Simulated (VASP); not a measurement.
Write the native input for VASP 6.6.1 that does the following.

```
Task                   : single point
Functional             : PBE
Potentials or basis    : VASP PAW PBE potentials, release 64 (Zr_sv, Hf_pv, S)
Cutoff                 : 520 eV
k mesh                 : 10 × 10 × 6
Occupations            : gaussian, width 0.1 eV
Spin                   : no spin polarisation
Dipole correction      : no
Further INCAR settings : ALGO = Normal; EDIFF = 1e-07; NBANDS = 28
```

The structure of HfZrS3 lies in POSCAR:

```
HfZrS3
1.0
    4.1167571541      0.0000000000      0.0000000000
    0.0000000000      4.1167571541      0.0000000000
    0.0000000000      0.0000000000      6.0838010330
Zr Hf S
1 1 3
Direct
    0.0000000000      0.0000000000      0.4771353070
    0.0000000000      0.0000000000      0.9917573387
    0.5000000000      0.0000000000      0.2264976893
    0.0000000000      0.5000000000      0.2264976893
    0.5000000000      0.5000000000      0.7253357057
```

The cell was generated, and may not be a known phase.

One way to write it, as run:

INCAR

```
SYSTEM = HfZrS3
ALGO = Normal ; EDIFF = 1E-7
ENCUT = 520 ; GGA = PE
ISIF = 2 ; ISMEAR = 0
LASPH = .True. ; LCHARG = .True.
LELF = .True. ; LREAL = .False.
LVHAR = .True. ; LWAVE = .False.
NBANDS = 28 ; NELM = 80
PREC = Accurate ; SIGMA = 0.1
```

KPOINTS

```
k-points
0
Gamma
  10 10 6
  0 0 0
```

Potentials or basis: VASP PAW PBE potentials, release 64 (Zr_sv, Hf_pv, S).

The run is started by

```console
$ cat potpaw_PBE.64/Zr_sv/POTCAR potpaw_PBE.64/Hf_pv/POTCAR potpaw_PBE.64/S/POTCAR > POTCAR
$ mpirun -np 1 vasp_std > vasp.out
```

Results of the run:

```json
{
 "Pressure": "-0.4 GPa",
 "Largest force": "0.119 eV/Å",
 "Band gap on the k mesh": "zero (bands 20 and 21 overlap by 1.34 eV)"
}
```

Caveat: spin-orbit coupling is left out, which moves the levels of the heavy elements.

It took 100 s on 1 thread of AMD EPYC 9R45 96-Core Processor (Zen 5), on a shared host, peak memory 0.35 GiB.
